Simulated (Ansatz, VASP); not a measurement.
Zn5Se2S3 in VASP and in Ansatz

```
Zn Se S
1.0
    -1.96334    1.96334   13.88162
     1.96334   -1.96334   13.88162
     1.96334    1.96334  -13.88162
Zn Se S
5 2 3
Direct
  0.34580 0.84580 0.50000
  0.95195 0.45195 0.50000
  0.54805 0.04805 0.50000
  0.15420 0.65420 0.50000
  0.75000 0.25000 0.50000
  0.89888 0.89888 0.00000
  0.10112 0.10112 0.00000
  0.70220 0.70220 0.00000
  0.29780 0.29780 0.00000
  0.50000 0.50000 0.00000
```

Alike in both runs: functional PBE; k mesh 6 × 6 × 6; occupations gaussian, width 0.1 eV; no spin polarisation.

Ansatz relaxed the structure, and its values are those at the end. VASP's run is a single point on that final structure, the one shown.

```csv
,VASP,Ansatz
version,VASP 6.6.1,Ansatz 0.2.0
potentials or method,"VASP PAW PBE potentials, release 64 (Zn, Se, S), cutoff 520 eV","scalar-relativistic, plane waves, PAW"
valence electrons in the cell,90,110
```

Ansatz gave:

| Property | Result |
| --- | --- |
| gap on the k mesh at the Fermi level (eV) | 1.58 |
| least direct gap on the mesh (eV) | 1.58 |
| pressure (GPa) | 0.2 |
| rms of the force components (eV/Å) | 0.013 |

Q: Which values does VASP return?

A: gap on the k mesh at the Fermi level (eV): 1.58; least direct gap on the mesh (eV): 1.58; pressure (GPa): 0.4; rms of the force components (eV/Å): 0.015.

The functional is the same, so the differences come from potentials, cutoffs and numerics. VASP's potentials hold 90 valence electrons a cell and Ansatz's 110, so a difference there can come from the potentials and not from the codes.
